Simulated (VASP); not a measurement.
Wanted: the native input for a VASP 6.6.1 run.

```yaml
Task: single point
Functional: PBE
Potentials_or_basis: VASP PAW PBE potentials, release 64 (K_sv, Cl)
Cutoff: 520 eV
k_mesh: 6 × 6 × 4
Occupations: gaussian, width 0.01 eV
Spin: no spin polarisation
Dipole_correction: no
Further_INCAR_settings: ALGO = Normal; EDIFF = 1e-06; NBANDS = 24
```

The structure of KCl lies in POSCAR:

```
KCl
1.0
    4.3655065099      0.0000000000      0.0000000000
   -2.1827532550      3.7806395380      0.0000000000
    0.0000000000      0.0000000000      7.6560753070
K Cl
2 2
Direct
    0.0000000000      0.0000000000      0.0000000000
    0.0000000000      0.0000000000      0.5000000000
    0.3333333333      0.6666666667      0.2500000000
    0.6666666667      0.3333333333      0.7500000000
```

The input as run:

INCAR

```
SYSTEM = KCl
PREC = Accurate ; ENCUT = 520
EDIFF = 1E-6 ; ISMEAR = 0
SIGMA = 0.01 ; LREAL = .False.
LASPH = .True. ; NELM = 100
ALGO = Normal ; ISIF = 2
LWAVE = .False. ; LCHARG = .False.
GGA = PE ; NBANDS = 24
```

KPOINTS

```
Automatic mesh
0
Gamma
  6 6 4
  0 0 0
```

Potentials or basis: VASP PAW PBE potentials, release 64 (K_sv, Cl).

Command:

```console
$ cat potpaw_PBE.64/K_sv/POTCAR potpaw_PBE.64/Cl/POTCAR > POTCAR
$ mpirun -np 1 vasp_std > vasp.out
```

It gave:

The pressure is 0.5 GPa and the band gap on the k mesh is 5.08 eV.

Run time: 30 s on 1 thread of Intel(R) Xeon(R) 6975P-C (Granite Rapids) (shared host), peak memory 0.25 GiB.
